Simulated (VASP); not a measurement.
Here is a VASP 6.6.1 calculation.

POSCAR

```
Zn
1.0
    2.5826906806      0.0000000000      0.0000000000
    0.0000000000      2.5826906806      0.0000000000
    0.0000000000      0.0000000000      2.5826906806
Zn
1
Direct
    0.0000000000      0.0000000000      0.0000000000
```

INCAR.step1

```
  PREC = Accurate
  ENCUT = 520
  ISMEAR = 0
  SIGMA = 0.1
  LREAL = F
  LASPH = T
  NELM = 80
  NBANDS = 12
  GGA = PE
  ALGO = Normal
  EDIFF = 1E-4
  LWAVE = T
  LCHARG = F
```

File INCAR.step2:

```
  PREC = Accurate
  ENCUT = 520
  EDIFF = 1E-7
  ISMEAR = 0
  SIGMA = 0.1
  LREAL = F
  LASPH = T
  NELM = 80
  ALGO = Normal
  ISIF = 2
  LWAVE = F
  LCHARG = F
  METAGGA = R2SCAN
  LMIXTAU = T
  NBANDS = 12
  ISTART = 1
```

The input KPOINTS:

```
Automatic mesh
0
Gamma
  20 20 20
```

Potentials or basis: VASP PAW PBE potentials, release 64 (Zn).

The run is started by

```console
$ cat potpaw_PBE.64/Zn/POTCAR > POTCAR
$ cp INCAR.step1 INCAR
$ mpirun -np 1 vasp_std > vasp.out
$ cp INCAR.step2 INCAR
$ mpirun -np 1 vasp_std > vasp.out
```

Q: Predict the band gap on the k mesh.

A: Zero (bands 6 and 7 overlap by 8.91 eV).

Q: Estimate the pressure.

A: 0.2 GPa.

Caveat: the PAW data sets were made with another functional, which shifts forces and pressure a little.
